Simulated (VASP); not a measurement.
Crystal: ZrS.

```
CELL_PARAMETERS angstrom
0.00000 2.62500 2.62500
2.62500 0.00000 2.62500
2.62500 2.62500 0.00000
ATOMIC_POSITIONS crystal
Zr 0.00000 0.00000 0.00000
S 0.50000 0.50000 0.50000
```

| Quantity | Value |
| --- | --- |
| Program | VASP 6.6.1 |
| Task | relaxation of cell and atoms |
| Functional | r2SCAN |
| Potentials or basis | VASP PAW PBE potentials, release 64 (Zr_sv, S) |
| Cutoff | 600 eV |
| k mesh | 2 × 2 × 2 |
| Occupations | gaussian, width 0.1 eV |
| Spin | no spin polarisation |

At the start: pressure -3.7 GPa; volume 18.09 Å³/atom.

Q: How do energy, volume and symmetry change on relaxing?

A: Over 3 steps the energy falls by 5.3 meV/atom and the volume is 17.64 Å³/atom (-2.5 %); space group Fm-3m (No. 225, to 0.05 Å).

Step by step:
```
step  energy change (eV)  largest force (eV/Å)  pressure (GPa)  volume (Å³)
   1              0.0000                0.0000           -3.74        36.18
   2              0.0134                0.0000            6.29        34.01
   3             -0.0107                0.0000           -0.03        35.29
```

Final structure:
```yaml
crystal:
  lattice:
    - [0.00000, 2.60338, 2.60338]
    - [2.60338, 0.00000, 2.60338]
    - [2.60338, 2.60338, 0.00000]
  atoms:
    - { symbol: Zr, position: [0.00000, 0.00000, 0.00000] }
    - { symbol: S, position: [0.50000, 0.50000, 0.50000] }
```

Caveat: the k points lie up to 1.05 Å⁻¹ apart in the final cell; the PAW data sets were made with another functional, which shifts forces and pressure a little.
